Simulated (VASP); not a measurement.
Input of a VASP 6.6.1 run:

File INCAR:

```
SYSTEM = SiO2
PREC = Accurate ; ENCUT = 520
EDIFF = 1E-6 ; ISMEAR = -1
SIGMA = 0.02 ; LREAL = .False.
LASPH = .True. ; NELM = 100
ALGO = Normal ; ISIF = 2
LWAVE = .False. ; LCHARG = .True.
GGA = PE ; LELF = .True.
LVHAR = .True. ; NBANDS = 34
```

Contents of KPOINTS:

```
Automatic mesh
0
Gamma
  6 6 6
  0 0 0
```

The input POSCAR:

```
SiO2
1.0
    5.1059313420      0.0000000000      0.0000000000
   -2.5529656710      4.4218662521      0.0000000000
    0.0000000000      0.0000000000      5.5853929161
Si O
3 6
Direct
    0.5000000000      0.5000000000      0.3333333333
    0.0000000000      0.5000000000      0.6666666667
    0.5000000000      0.0000000000      0.0000000000
    0.2079940612      0.7920059388      0.8333333333
    0.4159881225      0.2079940612      0.1666666667
    0.2079940612      0.4159881225      0.5000000000
    0.7920059388      0.2079940612      0.8333333333
    0.5840118775      0.7920059388      0.1666666667
    0.7920059388      0.5840118775      0.5000000000
```

Potentials or basis: VASP PAW PBE potentials, release 64 (Si, O).

Run with:

```sh
$ cat potpaw_PBE.64/Si/POTCAR potpaw_PBE.64/O/POTCAR > POTCAR
$ mpirun -np 1 vasp_std > vasp.out
```

**Question.** Estimate the band gap on the k mesh.

**Answer.** 5.55 eV, indirect (least direct gap 5.73 eV).

**Question.** What does it give for the pressure?

**Answer.** 0.0 GPa.

**Question.** Predict the largest force.

**Answer.** 0.017 eV/Å.

Forces on the atoms (eV/Å):
```
Si   0.000  0.000  0.000
Si   0.000  0.000  0.000
Si   0.000  0.000  0.000
O    0.014 -0.008  0.000
O    0.014  0.008  0.000
O    0.000  0.017  0.000
O   -0.014  0.008  0.000
O   -0.014 -0.008  0.000
O    0.000 -0.017  0.000
```

A k mesh can miss the band edges. A hybrid or GW would open this gap; PBE tends to underestimate it.
